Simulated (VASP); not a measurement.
A run of VASP 6.6.1 is set up as follows.

File INCAR:

```
  PREC = Accurate
  ENCUT = 520
  EDIFF = 1E-6
  ISMEAR = -1
  SIGMA = 0.05
  LREAL = False
  LASPH = True
  NELM = 60
  ALGO = Normal
  ISIF = 2
  LWAVE = False
  LCHARG = False
  GGA = PE
  NBANDS = 20
```

The input KPOINTS:

```
regular mesh
0
Gamma
  10 10 2
```

The input POSCAR:

```
WS2
1.0
    3.2045998594      0.0000000000      0.0000000000
   -1.6022999297      2.7752648871      0.0000000000
    0.0000000000      0.0000000000     17.0628366442
W S
1 2
Direct
    0.0000000000      0.0000000000      0.0000000000
    0.3333333333      0.6666666667      0.0920005100
    0.3333333333      0.6666666667      0.9079994900
```

Potentials or basis: VASP PAW PBE potentials, release 64 (W_sv, S).

Launch:

```console
$ cat potpaw_PBE.64/W_sv/POTCAR potpaw_PBE.64/S/POTCAR > POTCAR
$ mpirun -np 1 vasp_std > vasp.out
```

Problem. Estimate the band gap on the k mesh.

Solution. 1.95 eV, indirect (least direct gap 2.10 eV).

Problem. Predict the largest force.

Solution. 0.086 eV/Å.

Forces in eV/Å, atoms in the order of the input:
```
W    0.000  0.000  0.000
S    0.000  0.000 -0.086
S    0.000  0.000  0.086
```

Caveat: spin-orbit coupling is left out, which moves the levels of the heavy elements.
